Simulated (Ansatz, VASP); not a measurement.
**Two plane-wave programs on SrSiSb**

File INCAR:

```
  ALGO = Normal
  EDIFF = 1E-6
  ENCUT = 520
  GGA = PE
  ISIF = 2
  ISMEAR = 1
  LASPH = T
  LCHARG = T
  LELF = T
  LREAL = F
  LVHAR = T
  LWAVE = F
  NBANDS = 28
  NELM = 80
  PREC = Accurate
  SIGMA = 0.0693
```

The input KPOINTS:

```
k-points
0
Gamma
  4 4 2
```

File POSCAR:

```
SrSiSb
1.0
    4.2906730000      0.0000000000      0.0000000000
    0.0000000000      4.2906730000      0.0000000000
    0.0000000000      0.0000000000      8.2947130000
Sr Si Sb
2 2 2
Direct
    0.0000000000      0.5000000000      0.2000000000
    0.5000000000      0.0000000000      0.8000000000
    0.0000000000      0.0000000000      0.0000000000
    0.5000000000      0.5000000000      0.0000000000
    0.0000000000      0.5000000000      0.7000000000
    0.5000000000      0.0000000000      0.3000000000
```

Input for Ansatz:

```yaml
crystal:
  lattice:
    - [4.290673, 0.0, 0.0]
    - [0.0, 4.290673, 0.0]
    - [0.0, 0.0, 8.294713]
  atoms:
    - { symbol: Sr, position: [0.0, 0.5, 0.2] }
    - { symbol: Sr, position: [0.5, 0.0, 0.8] }
    - { symbol: Si, position: [0.0, 0.0, 0.0] }
    - { symbol: Si, position: [0.5, 0.5, 0.0] }
    - { symbol: Sb, position: [0.0, 0.5, 0.7] }
    - { symbol: Sb, position: [0.5, 0.0, 0.3] }
  symmetry: { tolerance: 0.0003 }
kpoints:
  mp_grid: { grid: [4, 4, 2], shift: [0, 0, 0] }
magnetization:
  spin_polarized: false
scf:
  occupations: { method: methfessel_paxton, width: 0.0693 }
hamiltonian:
  pseudopotentials: { kind: paw }
  xc: pbe
basis:
  ecutwfc: 420
output:
  forces: true
  stress: true
  eigenvalues: true
```

Alike in both runs: task single point; functional PBE; k mesh 4 × 4 × 2; occupations methfessel-paxton of order 1, width 0.0693 eV; no spin polarisation.

|  | VASP | Ansatz |
| --- | --- | --- |
| version | VASP 6.6.1 | Ansatz 0.2.0 |
| potentials or method | VASP PAW PBE potentials, release 64 (Sr_sv, Si, Sb), cutoff 520 eV | PAW plane waves |
| valence electrons in the cell | 38 | 58 |

```csv
,VASP,Ansatz,Ansatz less VASP
gap on the k mesh at the Fermi level (eV),none,none,-
pressure (GPa),13.1,12.8,-0.23
"traceless stress, the component that is largest in VASP (GPa)",-3.18,-3.24,-0.060
rms of the force components (eV/Å),1.151,1.130,-0.0212
```

Atom by atom the forces differ by 0.022 eV/Å (rms over components). A gap of «none» marks a metal or a gap that the smearing closes. VASP's potentials hold 38 valence electrons a cell and Ansatz's 58, so a difference there can come from the potentials and not from the codes.

The k mesh is coarse, so the values compare programs but aren't converged. Spin-orbit coupling is off throughout.
